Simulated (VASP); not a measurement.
Write the native input for VASP 6.6.1 that does the following.

```yaml
Task: single point
Functional: PBEsol
Potentials_or_basis: VASP PAW PBE potentials, release 64 (Bi_d)
Cutoff: 520 eV
k_mesh: 10 × 10 × 10
Occupations: fermi-dirac, width 0.03 eV
Spin: no spin polarisation
Dipole_correction: no
Further_INCAR_settings: ALGO = Normal; EDIFF = 1e-07; NBANDS = 22
```

The structure of Bi lies in POSCAR:

```
Bi
1.0
    2.2502696816      1.2991938064      3.9540000000
   -2.2502696816      1.2991938064      3.9540000000
    0.0000000000     -2.5983876128      3.9540000000
Bi
2
Direct
    0.2338900000      0.2338900000      0.2338900000
    0.7661100000      0.7661100000      0.7661100000
```

This cell differs from its parent crystal: equal xx and yy strain of -1 %.

The input as run:

INCAR

```
PREC = Accurate
ENCUT = 520
EDIFF = 1E-7
ISMEAR = -1
SIGMA = 0.03
LREAL = False
LASPH = True
NELM = 100
ALGO = Normal
ISIF = 2
LWAVE = False
LCHARG = False
GGA = PS
NBANDS = 22
```

KPOINTS

```
regular mesh
0
Gamma
  10 10 10
```

Potentials or basis: VASP PAW PBE potentials, release 64 (Bi_d).

The run is started by

```console
$ cat potpaw_PBE.64/Bi_d/POTCAR > POTCAR
$ mpirun -np 1 vasp_std > vasp.out
```

Results of the run:

```yaml
Pressure: 0.3 GPa
Largest_force: 0.198 eV/Å
Band_gap_on_the_k_mesh: zero (bands 15 and 16 overlap by 0.25 eV)
```

Caveat: the cell differs from its parent crystal (equal xx and yy strain of -1 %); the PAW data sets were made with another functional, which shifts forces and pressure a little; spin-orbit coupling is left out, which moves the levels of the heavy elements.

Wall time 120 s on 1 thread of Intel(R) Xeon(R) Platinum 8488C (Sapphire Rapids), on a shared host, peak memory 0.29 GiB.
